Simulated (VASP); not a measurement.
# AlO5 (P4/mmm) in VASP: further runs

AlO5 is run at these levels: PBE; tasks: single point, relaxation of cell and atoms.

Program: VASP 6.6.1. These are calculated values, not measurements. Logs are shortened: lines on timing, memory, paths and dates and some standing lists are left out, and cuts for length are marked.

## Step 1: The cell of the first run

The structure is tetragonal, space group P4/mmm (No. 123). The conventional cell has a = 3.371 Å, b = 3.371 Å, c = 8.461 Å, α = 90.00°, β = 90.00°, γ = 90.00°. Al (site symmetry 4/mmm) has 2 O at 1.66 Å within 2.2 Å. Within 2.2 Å of O (site symmetry mmm) lie 2 O at 1.69 Å. Within 2.2 Å of O (site symmetry 4mm) lie 1 Al at 1.66 Å. Within 2.2 Å of O (site symmetry 4/mmm) lie 4 O at 1.69 Å.

## Step 2: Single point, PBE

INCAR reads:

```
ALGO = Normal ; EDIFF = 1E-6
ENCUT = 520 ; GGA = PE
ISIF = 2 ; ISMEAR = 0
LASPH = True ; LCHARG = True
LELF = True ; LREAL = False
LVHAR = True ; LWAVE = False
NBANDS = 26 ; NELM = 80
PREC = Accurate ; SIGMA = 0.1
```

KPOINTS reads:

```
k-points
0
Gamma
  6 6 4
```

POSCAR reads:

```
AlO5
1.0
    3.3711485116      0.0000000000      0.0000000000
    0.0000000000      3.3711485116      0.0000000000
    0.0000000000      0.0000000000      8.4612832116
Al O
1 5
Direct
    0.0000000000      0.0000000000      0.5000000000
    0.0000000000      0.5000000000      0.0000000000
    0.5000000000      0.0000000000      0.0000000000
    0.0000000000      0.0000000000      0.6960672735
    0.0000000000      0.0000000000      0.3039327265
    0.5000000000      0.5000000000      0.0000000000
```

Potentials or basis: VASP PAW PBE potentials, release 64 (Al, O).

On the command line:

```console
cat potpaw_PBE.64/Al/POTCAR potpaw_PBE.64/O/POTCAR > POTCAR
mpirun -np 1 vasp_std > vasp.out
```

OUTCAR:

```text
EDIFF = 1E-6
   ENCUT = 520
   GGA = PE
   ISIF = 2
   ISMEAR = 0
   LASPH = True
   LREAL = False
   NELM = 80
   PREC = Accurate

 ion  position               nearest neighbor table
   1  0.000  0.000  0.500-   4 1.66   5 1.66
   2  0.000  0.500  0.000-   6 1.69   6 1.69
   3  0.500  0.000  0.000-   6 1.69   6 1.69
   4  0.000  0.000  0.696-   1 1.66
   5  0.000  0.000  0.304-   1 1.66
   6  0.500  0.500  0.000-   2 1.69   3 1.69   3 1.69   2 1.69

  LATTYP: Found a simple tetragonal cell.
 ALAT       =     3.3711485116
 C/A-ratio  =     2.5099111423

  Lattice vectors:

 A1 = (   3.3711485116,   0.0000000000,   0.0000000000)
 A2 = (   0.0000000000,   3.3711485116,   0.0000000000)
 A3 = (   0.0000000000,   0.0000000000,   8.4612832116)

Analysis of symmetry for initial positions (statically):
=====================================================================
 Subroutine PRICEL returns:
 Original cell was already a primitive cell.

 Routine SETGRP: Setting up the symmetry group for a
 simple tetragonal supercell.

 Subroutine GETGRP returns: Found 16 space group operations
 (whereof 16 operations were pure point group operations)
 out of a pool of 16 trial point group operations.

The static configuration has the point symmetry D_4h.

Analysis of symmetry for dynamics (positions and initial velocities):
=====================================================================
 Subroutine PRICEL returns:
 Original cell was already a primitive cell.

 Routine SETGRP: Setting up the symmetry group for a
 simple tetragonal supercell.

 Subroutine GETGRP returns: Found 16 space group operations
 (whereof 16 operations were pure point group operations)
 out of a pool of 16 trial point group operations.

The dynamic configuration has the point symmetry D_4h.

 Subroutine INISYM returns: Found 16 space group operations
 (whereof 16 operations are pure point group operations),
 and found     1 'primitive' translations

----------------------------------------------------------------------------------------

                                     Primitive cell

  volume of cell :      96.1595

  direct lattice vectors                    reciprocal lattice vectors
     3.371148512  0.000000000  0.000000000     0.296634811  0.000000000  0.000000000
     0.000000000  3.371148512  0.000000000     0.000000000  0.296634811  0.000000000
     0.000000000  0.000000000  8.461283212     0.000000000  0.000000000  0.118185383

  length of vectors
     3.371148512  3.371148512  8.461283212     0.296634811  0.296634811  0.118185383

  position of ions in fractional coordinates (direct lattice)
     0.000000000  0.000000000  0.500000000
     0.000000000  0.500000000  0.000000000
     0.500000000  0.000000000  0.000000000
     0.000000000  0.000000000  0.696067273
     0.000000000  0.000000000  0.303932727
     0.500000000  0.500000000  0.000000000

  ion indices of the primitive-cell ions
   primitive index   ion index
                 1           1
                 2           2
                 3           3
                 4           4
                 5           5
                 6           6

----------------------------------------------------------------------------------------

 KPOINTS: k-points

Automatic generation of k-mesh.
 Grid dimensions read from file:
 generate k-points for:    6    6    4

 Generating k-lattice:

  Cartesian coordinates                     Fractional coordinates (reciprocal lattice)
     0.049439135  0.000000000  0.000000000     0.166666667  0.000000000  0.000000000
     0.000000000  0.049439135  0.000000000     0.000000000  0.166666667  0.000000000
     0.000000000  0.000000000  0.029546346     0.000000000  0.000000000  0.250000000

  Length of vectors
     0.049439135  0.049439135  0.029546346

  Shift w.r.t. Gamma in fractional coordinates (k-lattice)
     0.000000000  0.000000000  0.000000000

 Subroutine IBZKPT returns following result:
 ===========================================

 Found     30 irreducible k-points:

 Following reciprocal coordinates:
            Coordinates               Weight
  0.000000  0.000000  0.000000      1.000000
  0.166667  0.000000  0.000000      4.000000
  0.333333  0.000000  0.000000      4.000000
  0.500000  0.000000  0.000000      2.000000
  0.166667  0.166667  0.000000      4.000000
  0.333333  0.166667  0.000000      8.000000
[... 16 lines left out ...]
  0.333333  0.000000  0.500000      4.000000
  0.500000  0.000000  0.500000      2.000000
 [... further k-points ...]
   k-points           NKPTS =     30   k-points in BZ     NKDIM =     30   number of bands    NBANDS=     26
   number of dos      NEDOS =    301   number of ions     NIONS =      6
   total plane-waves  NPLWV =  50176
   dimension x,y,z NGX =    28 NGY =   28 NGZ =   64
   dimension x,y,z NGXF=    56 NGYF=   56 NGZF=  128
   ions per type =               1   5
   NGX,Y,Z   is equivalent  to a cutoff of  13.81, 13.81, 12.57 a.u.
   NGXF,Y,Z  is equivalent  to a cutoff of  27.62, 27.62, 25.15 a.u.
 SYSTEM =  unknown system
   PREC   = accura    normal or accurate (medium, high low for compatibility)
   ISTART =      0    job   : 0-new  1-cont  2-samecut
   ICHARG =      2    charge: 1-file 2-atom 10-const
   ISPIN  =      1    spin polarized calculation?
   LNONCOLLINEAR =      F non collinear calculations
   LSORBIT =      F    spin-orbit coupling
   LASPH  =      T    aspherical Exc in radial PAW
   ENCUT  =  520.0 eV  38.22 Ry    6.18 a.u.   6.27  6.27 15.73*2*pi/ulx,y,z
   NELM   =     80;   NELMIN=  2; NELMDL= -5     # of ELM steps
   EDIFF  = 0.1E-05   stopping-criterion for ELM
   LREAL  =      F    real-space projection
   EDIFFG = 0.1E-04   stopping-criterion for IOM
   NSW    =      0    number of steps for IOM
   IBRION =     -1    ionic relax: 0-MD 1-quasi-New 2-CG
   NFREE  =      0    steps in history (QN), initial steepest desc. (CG)
   ISIF   =      2    stress and relaxation
   ISYM   =      2    0-nonsym 1-usesym 2-fastsym
   POTIM  = 0.5000    time-step for ionic-motion
   TEBEG  =    0.0;   TEEND  =   0.0 temperature during run
   PSTRESS=    0.0 pullay stress
   NELECT =      33.0000    total number of electrons
   NUPDOWN=      -1.0000    fix difference up-down
   EMIN   =  10.00;   EMAX   =-10.00  energy-range for DOS
   EFERMI =   0.00;   METHOD = LEGACY
   ISMEAR =     0;   SIGMA  =   0.10  broadening in eV -4-tet -1-fermi 0-gaus
   EFERMI_NEDOS =   21; number of points for ismear=-14 and -15
   IALGO  =     38    algorithm
   IMIX   =      4    mixing-type and parameters
     AMIX     =   0.40;   BMIX     =  1.00
     AMIX_MAG =   1.60;   BMIX_MAG =  1.00
  volume/ion in A,a.u.               =      16.03       108.15
  Fermi-wavevector in a.u.,A,eV,Ry     =   1.146169  2.165946 17.874032  1.313704
  Thomas-Fermi vector in A             =   2.282855
   LORBIT       =      0    0 simple, 1 ext, 2 COOP (PROOUT), +10 PAW based schemes
   GGA     = PE    functional components
   LHFCALC =     F    Hartree Fock is set to
   AEXX    =    0.0000 exact exchange contribution
   IVDW    =     0    specifies the selected vdW correction
   LEPSILON=     F    determine dielectric tensor
   LRPA    =     F    only Hartree local field effects (RPA)
 non-spin polarized calculation
 Gauss-broadening in eV      SIGMA  =   0.10
  energy-cutoff  :      520.00
  volume of cell :       96.16
 maximum number of plane-waves:      2610
 NGX is ok and might be reduce to    28
   NGX = 13   NGY = 13   NGZ = 31

 number of electron      32.9999997 magnetization

 Free energy of the ion-electron system (eV)
  ---------------------------------------------------
  ext. energy  EPLUGINS =         0.00000000
  ---------------------------------------------------
  free energy    TOTEN  =       -23.10102631 eV

  energy without entropy =      -23.04097754  energy(sigma->0) =      -23.07100192

 E-fermi :  -1.7988     XC(G=0):  -8.1899

 val. band max:       -1.8050986844   @ k =   0.3333   0.1667   0.0000
 cond. band min:      -1.7898105517   @ k =   0.5000   0.3333   0.0000
 fundamental gap:      0.0152881327
 Fermi energy:        -1.7987595368

 k-point     1 :       0.0000    0.0000    0.0000
  band No.  band energies     occupation
      1     -23.9018      2.00000
      2     -17.8294      2.00000
      3     -17.5897      2.00000
      4     -17.4998      2.00000
      5     -14.3788      2.00000
      6     -10.2794      2.00000
[... 18 lines left out ...]
     25       8.1341      0.00000
     26       8.4508      0.00000

 k-point     2 :       0.1667    0.0000    0.0000
  band No.  band energies     occupation
      1     -23.7153      2.00000
      2     -17.9741      2.00000
      3     -17.7942      2.00000
      4     -17.4739      2.00000
      5     -15.0593      2.00000
      6     -10.2046      2.00000
[... 18 lines left out ...]
     25       8.7555      0.00000
     26       9.9385      0.00000

 k-point     3 :       0.3333    0.0000    0.0000
  band No.  band energies     occupation
      1     -23.2489      2.00000
      2     -18.9604      2.00000
      3     -17.7282      2.00000
      4     -17.4214      2.00000
      5     -15.6180      2.00000
      6     -10.0459      2.00000
[... 18 lines left out ...]
     25       9.5252      0.00000
     26      11.6181      0.00000

 k-point     4 :       0.5000    0.0000    0.0000
  band No.  band energies     occupation
      1     -22.9309      2.00000
      2     -19.5540      2.00000
      3     -17.6940      2.00000
      4     -17.3946      2.00000
      5     -15.7416      2.00000
      6      -9.9614      2.00000
[... 18 lines left out ...]
     25      10.1474      0.00000
     26      10.4549      0.00000

 k-point     5 :       0.1667    0.1667    0.0000
  band No.  band energies     occupation
      1     -23.5234      2.00000
      2     -18.1788      2.00000
      3     -17.7677      2.00000
      4     -17.4486      2.00000
      5     -15.8601      2.00000
      6      -8.9797      2.00000
[... 18 lines left out ...]
     25       8.9916      0.00000
     26      11.6890      0.00000

 k-point     6 :       0.3333    0.1667    0.0000
  band No.  band energies     occupation
      1     -23.0381      2.00000
      2     -18.9529      2.00000
      3     -17.7018      2.00000
      4     -17.3972      2.00000
      5     -16.6132      2.00000
      6      -8.6260      2.00000
[... 427 lines left out ...]
 k-point    21 :       0.0000    0.0000    0.5000
  band No.  band energies     occupation
      1     -23.9018      2.00000
      2     -17.8323      2.00000
      3     -17.5898      2.00000
      4     -17.4970      2.00000
      5     -14.3783      2.00000
      6     -10.2794      2.00000
[... 18 lines left out ...]
     25       8.1293      0.00000
     26       9.5804      0.00000

 k-point    22 :       0.1667    0.0000    0.5000
  band No.  band energies     occupation
      1     -23.7154      2.00000
      2     -17.9720      2.00000
      3     -17.7997      2.00000
      4     -17.4706      2.00000
      5     -15.0586      2.00000
      6     -10.2046      2.00000
[... 18 lines left out ...]
     25       9.7735      0.00000
     26      10.1037      0.00000

 k-point    23 :       0.3333    0.0000    0.5000
  band No.  band energies     occupation
      1     -23.2489      2.00000
      2     -18.9598      2.00000
      3     -17.7334      2.00000
      4     -17.4165      2.00000
      5     -15.6175      2.00000
      6     -10.0459      2.00000
[... 18 lines left out ...]
     25      10.4899      0.00000
     26      11.3938      0.00000

 k-point    24 :       0.5000    0.0000    0.5000
  band No.  band energies     occupation
      1     -22.9309      2.00000
      2     -19.5536      2.00000
      3     -17.6997      2.00000
      4     -17.3890      2.00000
      5     -15.7415      2.00000
      6      -9.9614      2.00000
[... 18 lines left out ...]
     25      10.2143      0.00000
     26      11.0548      0.00000

 [... further k-points ...]

------------------------ aborting loop because EDIFF is reached ----------------------------------------

  FORCE on cell =-STRESS in cart. coord.  units (eV):
  Direction    XX          YY          ZZ          XY          YZ          ZX
  --------------------------------------------------------------------------------------
  -------------------------------------------------------------------------------------
  Total       -0.0873429     -0.0873429      0.4041306      0.0000000      0.0000000      0.0000000
  in kB       -1.4552790     -1.4552790      6.7334921      0.0000000      0.0000000      0.0000000
  external PRESSURE =       1.2743113 kB  Pullay stress =       0.0000000 kB

 VOLUME and BASIS-vectors are now :
 -----------------------------------------------------------------------------
  energy-cutoff  :      520.00
  volume of cell :       96.16
      direct lattice vectors                 reciprocal lattice vectors
     3.371148512  0.000000000  0.000000000     0.296634811  0.000000000  0.000000000
     0.000000000  3.371148512  0.000000000     0.000000000  0.296634811  0.000000000
     0.000000000  0.000000000  8.461283212     0.000000000  0.000000000  0.118185383

 POSITION                                       TOTAL-FORCE (eV/Angst)
 -----------------------------------------------------------------------------------
      0.00000      0.00000      4.23064         0.000000     -0.000000     -0.000000
      0.00000      1.68557      0.00000         0.000000     -0.000000     -0.000000
      1.68557      0.00000      0.00000         0.000000     -0.000000     -0.000000
      0.00000      0.00000      5.88962         0.000000      0.000000      0.111010
      0.00000      0.00000      2.57166        -0.000000      0.000000     -0.111010
      1.68557      1.68557      0.00000         0.000000     -0.000000     -0.000000
 -----------------------------------------------------------------------------------
    total drift:                                0.000000      0.000000     -0.000000

  FREE ENERGIE OF THE ION-ELECTRON SYSTEM (eV)
  ---------------------------------------------------
  free  energy   TOTEN  =       -23.1010263095 eV

  energy  without entropy=      -23.0409775375  energy(sigma->0) =      -23.07100192
```

Wall time 49 s (1 thread of Intel Xeon 6975P-C (Granite Rapids), shared host); peak memory 0.23 GiB.

Results:

```yaml
Free_energy: -23.1010 eV
Pressure: 0.1 GPa
Largest_force: 0.111 eV/Å
```

Forces on the atoms (eV/Å):
```
Al   0.000  0.000  0.000
O    0.000  0.000  0.000
O    0.000  0.000  0.000
O    0.000  0.000  0.111
O    0.000  0.000 -0.111
O    0.000  0.000  0.000
```

Levels at points of the mesh, in eV from the Fermi level:
| k point | band 12 | band 13 | band 14 | band 15 | band 16 | band 17 | band 18 | band 19 | band 20 | band 21 |
| --- | --- | --- | --- | --- | --- | --- | --- | --- | --- | --- |
| (0.00, 0.00, 0.00) | -0.50 | -0.50 | -0.13 | -0.13 | 0.03 | 0.03 | 0.88 | 1.38 | 6.13 | 6.13 |
| (0.50, 0.00, 0.00) | -1.29 | -0.94 | -0.74 | -0.01 | 0.03 | 0.13 | 0.17 | 0.37 | 3.71 | 3.78 |
| (0.50, 0.50, 0.00) | -1.40 | -1.05 | -0.83 | -0.83 | -0.83 | -0.56 | -0.56 | 0.87 | 0.93 | 5.24 |
| (0.00, 0.00, 0.50) | -0.49 | -0.49 | -0.17 | -0.17 | 0.06 | 0.06 | 0.71 | 1.58 | 6.13 | 6.13 |
| (0.50, 0.00, 0.50) | -1.28 | -1.13 | -0.98 | -0.03 | 0.03 | 0.14 | 0.21 | 0.35 | 3.73 | 3.80 |
| (0.50, 0.50, 0.50) | -1.05 | -0.94 | -0.83 | -0.83 | -0.83 | -0.74 | -0.74 | 0.87 | 0.93 | 5.26 |

Caveat: an odd number of electrons without spin polarisation forces a metal; a magnetic or distorted state may lie lower.

## Step 3: Relaxation of cell and atoms, PBE

This run uses another cell than the first one, of 10.36 Å³/atom, 0.646 times its volume.

INCAR reads:

```
  PREC = Accurate
  ENCUT = 600
  EDIFF = 1E-6
  ISMEAR = 0
  SIGMA = 0.1
  LREAL = F
  LASPH = T
  NELM = 60
  ALGO = Normal
  ISIF = 3
  LWAVE = F
  LCHARG = F
  GGA = PE
  IBRION = 2
  NSW = 90
  EDIFFG = -0.04
```

KPOINTS reads:

```
regular mesh
0
Gamma
  6 6 4
```

POSCAR reads:

```
AlO5
1.0
    3.2713371300      0.0000000000      0.0000000000
    0.0000000000      3.2713371300      0.0000000000
    0.0000000000      0.0000000000      5.8057128000
Al O
1 5
Direct
    0.0000000000      0.0000000000      0.5000000000
    0.0000000000      0.5000000000      0.0000000000
    0.5000000000      0.0000000000      0.0000000000
    0.0000000000      0.0000000000      0.8968127400
    0.0000000000      0.0000000000      0.1031872600
    0.5000000000      0.5000000000      0.0000000000
```

Potentials or basis: VASP PAW PBE potentials, release 64 (Al, O).

On the command line:

```console
cat potpaw_PBE.64/Al/POTCAR potpaw_PBE.64/O/POTCAR > POTCAR
mpirun -np 1 vasp_std > vasp.out
```

Run time: 4.1 min. Hardware: 1 thread of Intel Xeon 6975P-C (Granite Rapids), shared host; peak memory 0.2 GiB.

Results (log left out):

```
Free energy                            : -22.9111 eV
Relaxed volume                         : 14.10 Å³/atom
Relaxed cell                           : a = 3.487 Å, b = 3.487 Å, c = 6.958 Å, α = 90.00°, β = 90.00°, γ = 90.00°
Space group after relaxing (to 0.05 Å) : P4/mmm (No. 123)
Energy gained by relaxing              : 1644.3 meV/atom
Ionic steps                            : 18
Pressure after relaxing                : -0.2 GPa
Largest force after relaxing           : 0.023 eV/Å
```

Forces on the atoms (eV/Å):
```
Al   0.000  0.000  0.000
O    0.000  0.000  0.000
O    0.000  0.000  0.000
O    0.000  0.000  0.023
O    0.000  0.000 -0.023
O    0.000  0.000  0.000
```

Stress tensor (GPa, compression positive):
```
-0.34  0.00  0.00
 0.00 -0.34  0.00
 0.00  0.00  0.22
```

Step by step:
| step | energy change (eV) | largest force (eV/Å) | pressure (GPa) | volume (Å³) |
| --- | --- | --- | --- | --- |
| 1 | 0.0000 | 14.2624 | 78.73 | 62.13 |
| 2 | -6.7984 | 2.7253 | -20.09 | 119.52 |
| 3 | -7.7599 | 3.4289 | -9.42 | 88.96 |
| 4 | -7.8427 | 3.0415 | -13.14 | 94.42 |
| 5 | -7.8823 | 3.1180 | -12.30 | 92.76 |
| 6 | -9.4924 | 0.3894 | -0.78 | 82.29 |
| 7 | -9.4926 | 0.2671 | -0.44 | 82.14 |
| 8 | -9.5340 | 0.2637 | 0.01 | 81.49 |
| 9 | -9.6059 | 0.3255 | 1.74 | 79.45 |
| 10 | -9.5658 | 0.7889 | 6.96 | 74.99 |
| 11 | -9.6146 | 0.4146 | 3.82 | 77.67 |
| 12 | -9.6459 | 0.5052 | 3.14 | 78.40 |
| 13 | -9.7355 | 0.7182 | 1.06 | 80.56 |
| 14 | -9.8438 | 0.6992 | -1.69 | 84.73 |
| 15 | -9.8511 | 0.6903 | 0.74 | 85.03 |
| 16 | -9.8642 | 0.0474 | -0.37 | 84.91 |
| 17 | -9.8642 | 0.0331 | -0.40 | 84.90 |
| 18 | -9.8655 | 0.0231 | -0.16 | 84.60 |

Final structure:
```
Al O
1.0
     3.48689    0.00000    0.00000
     0.00000    3.48689    0.00000
     0.00000    0.00000    6.95819
Al O
1 5
Direct
  0.00000 0.00000 0.50000
  0.00000 0.50000 0.00000
  0.50000 0.00000 0.00000
  0.00000 0.00000 0.73867
  0.00000 0.00000 0.26133
  0.50000 0.50000 0.00000
```

Levels at points of the mesh, in eV from the Fermi level:
```
           k point  band 14  band 15  band 16  band 17  band 18  band 19  band 20
(0.00, 0.00, 0.00)    -0.48    -0.48    -0.03    -0.03     1.07     1.16     5.49
(0.50, 0.00, 0.00)    -0.45    -0.40    -0.14    -0.10     0.34     0.51     3.40
(0.50, 0.50, 0.00)    -0.76    -0.75    -0.75     0.04     0.04     0.45     0.54
(0.00, 0.00, 0.50)    -0.70    -0.70     0.11     0.11     0.56     1.80     5.49
(0.50, 0.00, 0.50)    -1.04    -0.58    -0.11     0.05     0.30     0.58     3.65
(0.50, 0.50, 0.50)    -0.75    -0.75    -0.48    -0.44    -0.44     0.45     0.54
```

Caveat: the standard files for N, O and F lose accuracy on very short bonds; the volume moved by over 15 % at a fixed basis, so the end points are rough; an odd number of electrons without spin polarisation forces a metal; a magnetic or distorted state may lie lower.
